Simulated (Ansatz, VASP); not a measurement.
# Two plane-wave programs on Al2Pt

File INCAR:

```
PREC = Accurate
ENCUT = 520
EDIFF = 1E-6
ISMEAR = 0
SIGMA = 0.1
LREAL = False
LASPH = True
NELM = 100
ALGO = Fast
ISIF = 2
LWAVE = False
LCHARG = False
GGA = PE
NBANDS = 15
```

File KPOINTS:

```
Automatic mesh
0
Gamma
  12 12 12
```

Contents of POSCAR:

```
Al2Pt
1.0
    0.0000000000      2.9431697008      2.9431697008
    2.9431697008      0.0000000000      2.9431697008
    2.9431697008      2.9431697008      0.0000000000
Al Pt
2 1
Direct
    0.2500000000      0.2500000000      0.2500000000
    0.7500000000      0.7500000000      0.7500000000
    0.0000000000      0.0000000000      0.0000000000
```

Input for Ansatz:

```yaml
crystal:
  lattice:
    - [0.0, 2.9431697008, 2.9431697008]
    - [2.9431697008, 0.0, 2.9431697008]
    - [2.9431697008, 2.9431697008, 0.0]
  atoms:
    - { symbol: Al, position: [0.25, 0.25, 0.25] }
    - { symbol: Al, position: [0.75, 0.75, 0.75] }
    - { symbol: Pt, position: [0.0, 0.0, 0.0] }
basis:
  ecutwfc: 420
kpoints:
  mp_grid: { grid: [12, 12, 12] }
hamiltonian:
  xc: pbe
scf:
  occupations: { method: gaussian, width: 0.1 }
output:
  forces: true
  stress: true
  eigenvalues: true
```

Alike in both runs: task single point; functional PBE; k mesh 12 × 12 × 12; occupations gaussian, width 0.1 eV; no spin polarisation.

|  | VASP | Ansatz |
| --- | --- | --- |
| version | VASP 6.6.1 | Ansatz 0.2.0 |
| potentials or method | VASP PAW PBE potentials, release 64 (Al, Pt), cutoff 520 eV | scalar-relativistic, plane waves, PAW |
| valence electrons in the cell | 16 | 24 |

|  | VASP | Ansatz | Ansatz less VASP |
| --- | --- | --- | --- |
| gap on the k mesh at the Fermi level (eV) | none | none | - |
| pressure (GPa) | 4.0 | 4.2 | +0.18 |

A gap of «none» marks a metal or a gap that the smearing closes. VASP's potentials hold 16 valence electrons a cell and Ansatz's 24, so a difference there can come from the potentials and not from the codes.

Spin-orbit coupling is off throughout.
